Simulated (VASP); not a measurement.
Set up this calculation in VASP 6.6.1, as the native input.

| Property | Result |
| --- | --- |
| Task | relaxation of cell and atoms |
| Functional | PBE |
| Dispersion | D3(BJ) |
| Potentials or basis | VASP PAW PBE potentials, release 64 (Ni, Sb) |
| Cutoff | 600 eV |
| k mesh | 15 × 15 × 10 |
| Occupations | gaussian, width 0.1 eV |
| Spin | no spin polarisation |
| Dipole correction | no |
| Further INCAR settings | ALGO = Normal; EDIFF = 1e-06; IBRION = 2; EDIFFG = -0.01; NSW = 100; ISIF = 3 |

The structure of NiSb lies in POSCAR:

```
NiSb
1.0
    3.9296698600      0.0000000000      0.0000000000
   -1.9648349300      3.4031939500      0.0000000000
    0.0000000000      0.0000000000      5.1161871000
Ni Sb
2 2
Direct
    0.0000000000      0.0000000000      0.0000000000
    0.0000000000      0.0000000000      0.5000000000
    0.3333333400      0.6666666900      0.2500000000
    0.6666666900      0.3333333400      0.7500000000
```

The input as run:

INCAR

```
SYSTEM = NiSb
ALGO = Normal
EDIFF = 1E-6
EDIFFG = -0.01
ENCUT = 600
GGA = PE
IBRION = 2
ISIF = 3
ISMEAR = 0
IVDW = 12
LASPH = .True.
LCHARG = .False.
LREAL = .False.
LWAVE = .False.
NELM = 100
NSW = 100
PREC = Accurate
SIGMA = 0.1
```

KPOINTS

```
k-points
0
Gamma
  15 15 10
  0 0 0
```

Potentials or basis: VASP PAW PBE potentials, release 64 (Ni, Sb).

Command:

```sh
$ cat potpaw_PBE.64/Ni/POTCAR potpaw_PBE.64/Sb/POTCAR > POTCAR
$ mpirun -np 1 vasp_std > vasp.out
```

Results of the run:

| Item | Value |
| --- | --- |
| Relaxed volume | 16.95 Å³/atom |
| Relaxed cell | a = 3.917 Å, b = 3.917 Å, c = 5.103 Å, α = 90.00°, β = 90.00°, γ = 120.00° |
| Space group after relaxing (to 0.05 Å) | P6_3/mmc (No. 194) |
| Energy gained by relaxing | 0.6 meV/atom |
| Ionic steps | 6 |
| Pressure after relaxing | 0.0 GPa |
| Band gap on the k mesh | zero (band 15 reaches 12.31 eV, above the bottom of band 16 at 8.89 eV) |
| Dispersion energy per atom | -0.540 eV |

Caveat: spin-orbit coupling is left out, which moves the levels of the heavy elements; pairwise dispersion overbinds metals, which lowers pressure and volume.

Run time: 9.2 min on 1 thread of Intel(R) Xeon(R) Platinum 8375C CPU @ 2.90GHz (Ice Lake) (shared host), peak memory 0.42 GiB.
